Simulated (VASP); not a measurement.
A run of VASP 6.6.1 is set up as follows.

INCAR

```
SYSTEM = Ge3Pt
PREC = Accurate
ENCUT = 520
EDIFF = 1E-7
ISMEAR = 0
SIGMA = 0.1
LREAL = .FALSE.
LASPH = .TRUE.
NELM = 60
ALGO = Normal
ISIF = 2
LWAVE = .FALSE.
LCHARG = .FALSE.
GGA = PE
NBANDS = 34
```

Contents of KPOINTS:

```
Automatic mesh
0
G
  14 14 6
  0 0 0
```

Contents of POSCAR:

```
Ge3Pt
1.0
    3.5060223256      0.0000000000      0.0000000000
    0.0000000000      3.5060223256      0.0000000000
    0.0000000000      0.0000000000      7.7255571476
Ge Pt
3 1
Direct
    0.0000000000      0.0000000000      0.6633829136
    0.0000000000      0.0000000000      0.3366170864
    0.5000000000      0.5000000000      0.0000000000
    0.0000000000      0.0000000000      0.0000000000
```

Potentials or basis: VASP PAW PBE potentials, release 64 (Ge_d, Pt).

Command:

```console
$ cat potpaw_PBE.64/Ge_d/POTCAR potpaw_PBE.64/Pt/POTCAR > POTCAR
$ mpirun -np 1 vasp_std > vasp.out
```

Task: Predict the band gap on the k mesh.

Result: Zero (band 26 reaches 5.90 eV, above the bottom of band 27 at 3.69 eV).

Task: Predict the pressure.

Result: 0.0 GPa.

Task: Predict the largest force.

Result: 0.008 eV/Å.

Forces in eV/Å, atoms in the order of the input:
```
Ge   0.000  0.000  0.008
Ge   0.000  0.000 -0.008
Ge   0.000  0.000  0.000
Pt   0.000  0.000  0.000
```

Caveat: spin-orbit coupling is left out, which moves the levels of the heavy elements.
